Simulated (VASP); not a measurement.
Sn, 2 atoms in the cell. The structure is cubic, space group Fd-3m (No. 227). The conventional cell has a = 6.467 Å, b = 6.467 Å, c = 6.467 Å, α = 90.00°, β = 90.00°, γ = 90.00°. Within 3.7 Å of Sn (site symmetry -43m) lie 4 Sn at 2.80 Å. 

* Program: VASP 6.6.1
* Task: single point
* Functional: PBE
* Potentials or basis: VASP PAW PBE potentials, release 64 (Sn_d)
* Cutoff: 520 eV
* k mesh: 6 × 6 × 6
* Occupations: gaussian, width 0.1 eV
* Spin: no spin polarisation
* Dipole correction: no
* Further INCAR settings: ALGO = Normal; EDIFF = 1e-06; NBANDS = 21

Potentials or basis: VASP PAW PBE potentials, release 64 (Sn_d).

Command:

```console
$ cat potpaw_PBE.64/Sn_d/POTCAR > POTCAR
$ mpirun -np 1 vasp_std > vasp.out
```

Hardware: 1 thread of Intel Xeon 6975P-C, on a shared host.

Question: How long does it take, and how much memory?

Answer: It took 21 s on 1 thread of Intel Xeon 6975P-C, with other jobs on the host, peak memory 0.2 GiB. Counts: scf iterations 12, k points 16.
